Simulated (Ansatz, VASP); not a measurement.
## One calculation of BAs, two programs

INCAR

```
PREC = Accurate
ENCUT = 520
EDIFF = 1E-6
ISMEAR = 0
SIGMA = 0.01
LREAL = False
LASPH = True
NELM = 80
ALGO = Normal
ISIF = 2
LWAVE = False
LCHARG = False
GGA = PE
NBANDS = 11
```

KPOINTS

```
regular mesh
0
Gamma
  8 8 8
```

POSCAR

```
BAs
1.0
    0.0000000000      2.4043183418      2.4043183418
    2.4043183418      0.0000000000      2.4043183418
    2.4043183418      2.4043183418      0.0000000000
B As
1 1
Direct
    0.0000000000      0.0000000000      0.0000000000
    0.2500000000      0.2500000000      0.2500000000
```

Input for Ansatz:

```yaml
crystal:
  lattice:
    - [0.0, 2.40431834178433, 2.40431834178433]
    - [2.40431834178433, 0.0, 2.40431834178433]
    - [2.40431834178433, 2.40431834178433, 0.0]
  atoms:
    - { symbol: B, position: [0.0, 0.0, 0.0] }
    - { symbol: As, position: [0.25, 0.25, 0.25] }
basis:
  ecutwfc: 420.0
kpoints:
  mp_grid:
    grid: [8, 8, 8]
hamiltonian:
  xc: pbe
  pseudopotentials:
    kind: paw
scf:
  occupations:
    method: fixed
output:
  stress: true
```

Alike in both runs: task single point; functional PBE; k mesh 8 × 8 × 8; no spin polarisation.

```csv
,VASP,Ansatz
version,VASP 6.6.1,Ansatz 0.2.0
potentials or method,"VASP PAW PBE potentials, release 64 (B, As), cutoff 520 eV","plane waves, PAW"
occupations,"gaussian, width 0.01 eV",fixed
valence electrons in the cell,8,18
```

|  | VASP | Ansatz | Ansatz less VASP |
| --- | --- | --- | --- |
| pressure (GPa) | 0.6 | 0.1 | -0.59 |

VASP's potentials hold 8 valence electrons a cell and Ansatz's 18, so a difference there can come from the potentials and not from the codes.
